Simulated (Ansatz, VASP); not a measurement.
## Two plane-wave programs on In4Sb

```
CELL_PARAMETERS angstrom
-3.54498 3.54498 3.54498
3.54498 -3.54498 3.54498
3.54498 3.54498 -3.54498
ATOMIC_POSITIONS crystal
In 0.50000 0.50000 0.50000
In 0.50000 0.00000 0.00000
In 0.00000 0.00000 0.50000
In 0.00000 0.50000 0.00000
Sb 0.00000 0.00000 0.00000
```

Change from the starting cell: species swapped into the Hg4Pt type (Im-3m, No. 229).

Alike in both runs: functional PBE; k mesh 8 × 8 × 8; occupations gaussian, width 0.1 eV; no spin polarisation.

Ansatz relaxed the structure, and its values are those at the end. VASP's run is a single point on that final structure, the one shown.

|  | VASP | Ansatz |
| --- | --- | --- |
| version | VASP 6.6.1 | Ansatz 0.2.0 |
| potentials or method | VASP PAW PBE potentials, release 64 (In_d, Sb), cutoff 520 eV | scalar-relativistic, plane waves, PAW |
| valence electrons in the cell | 57 | 67 |

VASP gave:

- gap on the k mesh at the Fermi level (eV): none
- pressure (GPa): 0.1

Question: Estimate Ansatz's values.

Answer: gap on the k mesh at the Fermi level (eV): none; pressure (GPa): 0.0.

A gap of «none» marks a metal or a gap that the smearing closes. VASP's potentials hold 57 valence electrons a cell and Ansatz's 67, so a difference there can come from the potentials and not from the codes.

Spin-orbit coupling is off throughout.
